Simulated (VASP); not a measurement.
# Br (Cmce) in VASP: a series of runs

Br is run at these levels: PBEsol, PBE; tasks: single point.

All numbers are computed with VASP 6.6.1; they aren't measurements. Logs are shortened: lines on timing, memory, paths and dates and some standing lists are left out, and cuts for length are marked.

## 1. The cell of the first run

The structure is orthorhombic, space group Cmce (No. 64). Conventional cell: a = 6.858 Å, b = 4.736 Å, c = 8.873 Å, α = 90.00°, β = 90.00°, γ = 90.00°. Within 3.1 Å of Br (site symmetry m) lie 1 Br at 2.33 Å.

## 2. Single point, PBEsol (volume scaled by 1.06)

Input file INCAR:

```
PREC = Accurate
ENCUT = 520
EDIFF = 1E-6
ISMEAR = -1
SIGMA = 0.05
LREAL = F
LASPH = T
NELM = 80
ALGO = Normal
ISIF = 2
LWAVE = F
LCHARG = F
GGA = PS
NBANDS = 22
```

Input file KPOINTS:

```
Automatic mesh
0
Gamma
  7 7 3
```

Input file POSCAR:

```
Br
1.0
    3.4292128250     -2.3681017607      0.0000000000
    3.4292128250      2.3681017607      0.0000000000
    0.0000000000      0.0000000000      8.8729766646
Br
4
Direct
    0.3651000000      0.6349000000      0.3901000000
    0.1349000000      0.8651000000      0.8901000000
    0.6349000000      0.3651000000      0.6099000000
    0.8651000000      0.1349000000      0.1099000000
```

Potentials or basis: VASP PAW PBE potentials, release 64 (Br).

Command:

```console
cat potpaw_PBE.64/Br/POTCAR > POTCAR
mpirun -np 1 vasp_std > vasp.out
```

OUTCAR:

```text
PREC = Accurate
   ENCUT = 520
   EDIFF = 1E-6
   ISMEAR = -1
   LREAL = F
   LASPH = T
   NELM = 80
   ISIF = 2
   GGA = PS

 ion  position               nearest neighbor table
   1  0.365  0.635  0.390-   3 2.33
   2  0.135  0.865  0.890-   4 2.33
   3  0.635  0.365  0.610-   1 2.33
   4  0.865  0.135  0.110-   2 2.33

  LATTYP: Found a base centered orthorhombic cell.
 ALAT       =     4.7362035214
 B/A-ratio  =     1.4480850789
 C/A-ratio  =     1.8734365245

  Lattice vectors:

 A1 = (  -3.4292128250,  -2.3681017607,   0.0000000000)
 A2 = (   3.4292128250,  -2.3681017607,   0.0000000000)
 A3 = (   0.0000000000,   0.0000000000,   8.8729766646)

Analysis of symmetry for initial positions (statically):
=====================================================================
 Subroutine PRICEL returns:
 Original cell was already a primitive cell.

 Routine SETGRP: Setting up the symmetry group for a
 base centered orthorhombic supercell.

 Subroutine GETGRP returns: Found  8 space group operations
 (whereof  4 operations were pure point group operations)
 out of a pool of  8 trial point group operations.

The static configuration has the point symmetry C_2h.
 The point group associated with its full space group is D_2h.

Analysis of symmetry for dynamics (positions and initial velocities):
=====================================================================
 Subroutine PRICEL returns:
 Original cell was already a primitive cell.

 Routine SETGRP: Setting up the symmetry group for a
 base centered orthorhombic supercell.

 Subroutine GETGRP returns: Found  8 space group operations
 (whereof  4 operations were pure point group operations)
 out of a pool of  8 trial point group operations.

The dynamic configuration has the point symmetry C_2h.
 The point group associated with its full space group is D_2h.

 Subroutine INISYM returns: Found  8 space group operations
 (whereof  4 operations are pure point group operations),
 and found     1 'primitive' translations

----------------------------------------------------------------------------------------

                                     Primitive cell

  volume of cell :     144.1100

  direct lattice vectors                    reciprocal lattice vectors
     3.429212825 -2.368101761  0.000000000     0.145806057 -0.211139575  0.000000000
     3.429212825  2.368101761  0.000000000     0.145806057  0.211139575  0.000000000
     0.000000000  0.000000000  8.872976665     0.000000000  0.000000000  0.112701750

  length of vectors
     4.167422051  4.167422051  8.872976665     0.256591751  0.256591751  0.112701750

  position of ions in fractional coordinates (direct lattice)
     0.365100000  0.634900000  0.390100000
     0.134900000  0.865100000  0.890100000
     0.634900000  0.365100000  0.609900000
     0.865100000  0.134900000  0.109900000

  ion indices of the primitive-cell ions
   primitive index   ion index
                 1           1
                 2           2
                 3           3
                 4           4

----------------------------------------------------------------------------------------

 KPOINTS: Automatic mesh

Automatic generation of k-mesh.
 Grid dimensions read from file:
 generate k-points for:    7    7    3

 Generating k-lattice:

  Cartesian coordinates                     Fractional coordinates (reciprocal lattice)
     0.020829437 -0.030162796  0.000000000     0.142857143  0.000000000  0.000000000
     0.020829437  0.030162796  0.000000000     0.000000000  0.142857143  0.000000000
     0.000000000  0.000000000  0.037567250     0.000000000  0.000000000  0.333333333

  Length of vectors
     0.036655964  0.036655964  0.037567250

  Shift w.r.t. Gamma in fractional coordinates (k-lattice)
     0.000000000  0.000000000  0.000000000

 Subroutine IBZKPT returns following result:
 ===========================================

 Found     32 irreducible k-points:

 Following reciprocal coordinates:
            Coordinates               Weight
  0.000000  0.000000  0.000000      1.000000
  0.142857  0.000000  0.000000      4.000000
  0.285714  0.000000  0.000000      4.000000
  0.428571 -0.000000  0.000000      4.000000
  0.142857  0.142857  0.000000      2.000000
  0.285714  0.142857  0.000000      4.000000
[... 16 lines left out ...]
  0.428571  0.142857  0.333333      8.000000
 -0.428571  0.142857  0.333333      8.000000
 [... further k-points ...]
   k-points           NKPTS =     32   k-points in BZ     NKDIM =     32   number of bands    NBANDS=     22
   number of dos      NEDOS =    301   number of ions     NIONS =      4
   total plane-waves  NPLWV =  71680
   dimension x,y,z NGX =    32 NGY =   32 NGZ =   70
   dimension x,y,z NGXF=    64 NGYF=   64 NGZF=  140
   ions per type =               4
   NGX,Y,Z   is equivalent  to a cutoff of  12.77, 12.77, 13.12 a.u.
   NGXF,Y,Z  is equivalent  to a cutoff of  25.53, 25.53, 26.23 a.u.
 SYSTEM =  unknown system
   PREC   = accura    normal or accurate (medium, high low for compatibility)
   ISTART =      0    job   : 0-new  1-cont  2-samecut
   ICHARG =      2    charge: 1-file 2-atom 10-const
   ISPIN  =      1    spin polarized calculation?
   LNONCOLLINEAR =      F non collinear calculations
   LSORBIT =      F    spin-orbit coupling
   LASPH  =      T    aspherical Exc in radial PAW
   ENCUT  =  520.0 eV  38.22 Ry    6.18 a.u.   7.75  7.75 16.50*2*pi/ulx,y,z
   NELM   =     80;   NELMIN=  2; NELMDL= -5     # of ELM steps
   EDIFF  = 0.1E-05   stopping-criterion for ELM
   LREAL  =      F    real-space projection
   EDIFFG = 0.1E-04   stopping-criterion for IOM
   NSW    =      0    number of steps for IOM
   IBRION =     -1    ionic relax: 0-MD 1-quasi-New 2-CG
   NFREE  =      0    steps in history (QN), initial steepest desc. (CG)
   ISIF   =      2    stress and relaxation
   ISYM   =      2    0-nonsym 1-usesym 2-fastsym
   POTIM  = 0.5000    time-step for ionic-motion
   TEBEG  =    0.0;   TEEND  =   0.0 temperature during run
   PSTRESS=    0.0 pullay stress
   NELECT =      28.0000    total number of electrons
   NUPDOWN=      -1.0000    fix difference up-down
   EMIN   =  10.00;   EMAX   =-10.00  energy-range for DOS
   EFERMI =   0.00;   METHOD = LEGACY
   ISMEAR =    -1;   SIGMA  =   0.05  broadening in eV -4-tet -1-fermi 0-gaus
   EFERMI_NEDOS =   21; number of points for ismear=-14 and -15
   IALGO  =     38    algorithm
   IMIX   =      4    mixing-type and parameters
     AMIX     =   0.40;   BMIX     =  1.00
     AMIX_MAG =   1.60;   BMIX_MAG =  1.00
  volume/ion in A,a.u.               =      36.03       243.13
  Fermi-wavevector in a.u.,A,eV,Ry     =   0.948192  1.791822 12.232555  0.899067
  Thomas-Fermi vector in A             =   2.076357
   LORBIT       =      0    0 simple, 1 ext, 2 COOP (PROOUT), +10 PAW based schemes
   GGA     = PS    functional components
   LHFCALC =     F    Hartree Fock is set to
   AEXX    =    0.0000 exact exchange contribution
   IVDW    =     0    specifies the selected vdW correction
   LEPSILON=     F    determine dielectric tensor
   LRPA    =     F    only Hartree local field effects (RPA)
 non-spin polarized calculation
  energy-cutoff  :      520.00
  volume of cell :      144.11
 maximum number of plane-waves:      3901
   NGX = 15   NGY = 15   NGZ = 33

 number of electron      27.9999994 magnetization

 Free energy of the ion-electron system (eV)
  ---------------------------------------------------
  ext. energy  EPLUGINS =         0.00000000
  ---------------------------------------------------
  free energy    TOTEN  =        -7.12456556 eV

  energy without entropy =       -7.12456553  energy(sigma->0) =       -7.12456555

 E-fermi :  -0.0110     XC(G=0):  -7.7980

 val. band max:       -0.8802295797   @ k =  -0.4286   0.4286   0.0000
 cond. band min:       0.7874821211   @ k =   0.0000   0.0000   0.0000
 fundamental gap:      1.6677117009
 Fermi energy:        -0.0110458693

 k-point     1 :       0.0000    0.0000    0.0000
  band No.  band energies     occupation
      1     -16.4914      2.00000
      2     -16.2092      2.00000
      3     -13.9063      2.00000
      4     -13.3407      2.00000
      5      -5.5612      2.00000
      6      -4.6878      2.00000
[... 14 lines left out ...]
     21       8.0845      0.00000
     22       8.3913      0.00000

 k-point     2 :       0.1429    0.0000    0.0000
  band No.  band energies     occupation
      1     -16.4549      2.00000
      2     -16.1983      2.00000
      3     -13.8793      2.00000
      4     -13.3719      2.00000
      5      -5.5610      2.00000
      6      -4.7676      2.00000
[... 14 lines left out ...]
     21       8.0298      0.00000
     22       8.3700      0.00000

 k-point     3 :       0.2857    0.0000    0.0000
  band No.  band energies     occupation
      1     -16.3627      2.00000
      2     -16.1812      2.00000
      3     -13.8052      2.00000
      4     -13.4577      2.00000
      5      -5.5547      2.00000
      6      -5.0004      2.00000
[... 14 lines left out ...]
     21       8.1855      0.00000
     22       8.7361      0.00000

 k-point     4 :       0.4286   -0.0000    0.0000
  band No.  band energies     occupation
      1     -16.2597      2.00000
      2     -16.1937      2.00000
      3     -13.6989      2.00000
      4     -13.5761      2.00000
      5      -5.4900      2.00000
      6      -5.2929      2.00000
[... 14 lines left out ...]
     21       8.6140      0.00000
     22       9.5695      0.00000

 k-point     5 :       0.1429    0.1429    0.0000
  band No.  band energies     occupation
      1     -16.4557      2.00000
      2     -16.1847      2.00000
      3     -13.8793      2.00000
      4     -13.3420      2.00000
      5      -5.5335      2.00000
      6      -4.7295      2.00000
[... 14 lines left out ...]
     21       8.5537      0.00000
     22       8.5646      0.00000

 k-point     6 :       0.2857    0.1429    0.0000
  band No.  band energies     occupation
      1     -16.3944      2.00000
      2     -16.1592      2.00000
      3     -13.8331      2.00000
      4     -13.3772      2.00000
      5      -5.5150      2.00000
      6      -4.8442      2.00000
[... 14 lines left out ...]
     21       7.9802      0.00000
     22       8.6675      0.00000

 k-point     7 :       0.4286    0.1429    0.0000
  band No.  band energies     occupation
      1     -16.3036      2.00000
      2     -16.1521      2.00000
      3     -13.7558      2.00000
      4     -13.4732      2.00000
      5      -5.4970      2.00000
      6      -5.0972      2.00000
[... 324 lines left out ...]
      6      -5.2447      2.00000
[... 14 lines left out ...]
     21       8.6054      0.00000
     22       8.9945      0.00000

 k-point    21 :       0.1429    0.1429    0.3333
  band No.  band energies     occupation
      1     -16.3957      2.00000
      2     -16.2614      2.00000
      3     -13.7390      2.00000
      4     -13.4717      2.00000
      5      -5.3717      2.00000
      6      -4.9861      2.00000
[... 14 lines left out ...]
     21       8.4082      0.00000
     22       8.6239      0.00000

 k-point    22 :       0.2857    0.1429    0.3333
  band No.  band energies     occupation
      1     -16.3415      2.00000
      2     -16.2247      2.00000
      3     -13.7145      2.00000
      4     -13.4874      2.00000
      5      -5.3756      2.00000
      6      -5.0462      2.00000
[... 14 lines left out ...]
     21       8.1655      0.00000
     22       8.4297      0.00000

 k-point    23 :       0.4286    0.1429    0.3333
  band No.  band energies     occupation
      1     -16.2682      2.00000
      2     -16.1926      2.00000
      3     -13.6835      2.00000
      4     -13.5424      2.00000
      5      -5.3775      2.00000
      6      -5.1536      2.00000
[... 14 lines left out ...]
     21       7.9798      0.00000
     22       8.4496      0.00000

 k-point    24 :      -0.4286    0.1429    0.3333
  band No.  band energies     occupation
      1     -16.2193      2.00000
      2     -16.2026      2.00000
      3     -13.6461      2.00000
      4     -13.6172      2.00000
      5      -5.3177      2.00000
      6      -5.2789      2.00000
[... 14 lines left out ...]
     21       8.6248      0.00000
     22       8.7800      0.00000

 [... further k-points ...]
[... 5 lines left out ...]
  --------------------------------------------------------------------------------------
  -------------------------------------------------------------------------------------
  Total       -0.1111888     -1.5661266     -1.6964860      0.0000000      0.0000000      0.0000000
  in kB       -1.2361682    -17.4117861    -18.8610871      0.0000000      0.0000000      0.0000000
  external PRESSURE =     -12.5030138 kB  Pullay stress =       0.0000000 kB

 VOLUME and BASIS-vectors are now :
 -----------------------------------------------------------------------------
  energy-cutoff  :      520.00
  volume of cell :      144.11
      direct lattice vectors                 reciprocal lattice vectors
     3.429212825 -2.368101761  0.000000000     0.145806057 -0.211139575  0.000000000
     3.429212825  2.368101761  0.000000000     0.145806057  0.211139575  0.000000000
     0.000000000  0.000000000  8.872976665     0.000000000  0.000000000  0.112701750

 POSITION                                       TOTAL-FORCE (eV/Angst)
 -----------------------------------------------------------------------------------
      3.42921      0.63891      3.46135         0.000000     -0.032164     -0.155322
      3.42921      1.72919      7.89784         0.000000      0.032164     -0.155322
      3.42921     -0.63891      5.41163         0.000000      0.032164      0.155322
      3.42921     -1.72919      0.97514         0.000000     -0.032164      0.155322
 -----------------------------------------------------------------------------------
    total drift:                               -0.000000      0.000000     -0.000000

  FREE ENERGIE OF THE ION-ELECTRON SYSTEM (eV)
  ---------------------------------------------------
  free  energy   TOTEN  =        -7.1245655613 eV

  energy  without entropy=       -7.1245655314  energy(sigma->0) =       -7.12456555
```

Wall time 36 s (1 thread of Intel Xeon 6975P-C (Granite Rapids), shared host); peak memory 0.27 GiB.

What came out:

* Free energy: -7.1246 eV
* Pressure: -1.3 GPa
* Largest force: 0.159 eV/Å
* Band gap on the k mesh: 1.67 eV, indirect (least direct gap 1.69 eV)

Forces in eV/Å, atoms in the order of the input:
```
Br   0.000 -0.032 -0.155
Br   0.000  0.032 -0.155
Br   0.000  0.032  0.155
Br   0.000 -0.032  0.155
```

Levels at points of the mesh, in eV from the valence-band top:
```tsv
k point	band 11	band 12	band 13	band 14	band 15	band 16	band 17	band 18
(0.00, 0.00, 0.00)	-0.85	-0.31	-0.05	-0.02	1.67	2.39	5.76	6.60
```

Caveat: the PAW data sets were made with another functional, which shifts forces and pressure a little. A k mesh can miss the band edges.

(Continued in part 2 of 2.)
